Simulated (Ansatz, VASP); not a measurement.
**NaZnCl3 in VASP and in Ansatz**

```
Na Zn Cl
1.0
     4.93090    0.00000    0.00000
     0.00000    4.93090    0.00000
     0.00000    0.00000    4.79804
Na Zn Cl
1 1 3
Direct
  0.00000 0.00000 0.00000
  0.50000 0.50000 0.50000
  0.50000 0.50000 0.00000
  0.50000 0.00000 0.50000
  0.00000 0.50000 0.50000
```

Change from the starting cell: epitaxial_xy strain +1.5%.

Alike in both runs: task single point; functional PBE; k mesh 6 × 6 × 6; occupations fermi-dirac, width 0.02 eV; no spin polarisation.

|  | VASP | Ansatz |
| --- | --- | --- |
| version | VASP 6.6.1 | Ansatz 0.2.0 |
| potentials or method | VASP PAW PBE potentials, release 64 (Na_pv, Zn, Cl) | plane waves, PAW |
| plane-wave cutoff (eV) | 520 | 420 |
| valence electrons in the cell | 40 | 42 |

|  | VASP | Ansatz | Ansatz less VASP |
| --- | --- | --- | --- |
| gap on the k mesh at the Fermi level (eV) | 1.61 | 1.62 | +0.008 |
| pressure (GPa) | 0.7 | 0.7 | +0.02 |
| traceless stress, the component that is largest in VASP (GPa) | 0.68 | 0.66 | -0.015 |

VASP's potentials hold 40 valence electrons a cell and Ansatz's 42, so a difference there can come from the potentials and not from the codes.
